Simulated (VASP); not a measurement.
Input of a VASP 6.6.1 run:

The input INCAR:

```
SYSTEM = Nd4S
  ALGO = Normal
  EDIFF = 1E-6
  ENCUT = 500
  GGA = PE
  GGA_COMPAT = .False.
  ISIF = 2
  ISMEAR = 0
  LASPH = .True.
  LCHARG = .False.
  LMAXMIX = 6
  LREAL = .False.
  LWAVE = .False.
  NBANDS = 61
  NELM = 200
  PREC = Accurate
  SIGMA = 0.2
```

The input KPOINTS:

```
k-points
0
Gamma
  4 4 2
  0 0 0
```

File POSCAR:

```
Nd4S
1.0
   -3.3974105339      3.3974105339      3.3974105339
    3.3974105339     -3.3974105339      3.3974105339
    6.7948210678      6.7948210678      0.0000000000
Nd S
8 2
Direct
    0.2500000000      0.2500000000      0.2500000000
    0.7500000000      0.7500000000      0.7500000000
    0.5000000000      0.0000000000      0.0000000000
    0.0000000000      0.5000000000      0.5000000000
    0.7500000000      0.7500000000      0.2500000000
    0.2500000000      0.2500000000      0.7500000000
    0.0000000000      0.5000000000      1.0000000000
    0.5000000000      0.0000000000      0.5000000000
    1.0000000000      0.0000000000      0.0000000000
    0.5000000000      0.5000000000      0.5000000000
```

Potentials or basis: VASP PAW PBE potentials, release 64 (Nd_3, S), 4f in core.

Launch:

```sh
$ cat potpaw_PBE.64/Nd_3/POTCAR potpaw_PBE.64/S/POTCAR > POTCAR
$ mpirun -np 1 vasp_std > vasp.out
```

Problem. What does it give for the pressure?

Solution. 0.2 GPa.

Problem. Estimate the band gap on the k mesh.

Solution. Zero (bands 50 and 51 overlap by 0.52 eV).

Caveat: spin-orbit coupling is left out, which moves the levels of the heavy elements; the 4f electrons are frozen in the core, so they carry no moment and show no levels; the run has no spin polarisation, though such a crystal can be magnetic. Spin polarisation is off, so any magnetic state and its effect on volume and gap are missing.
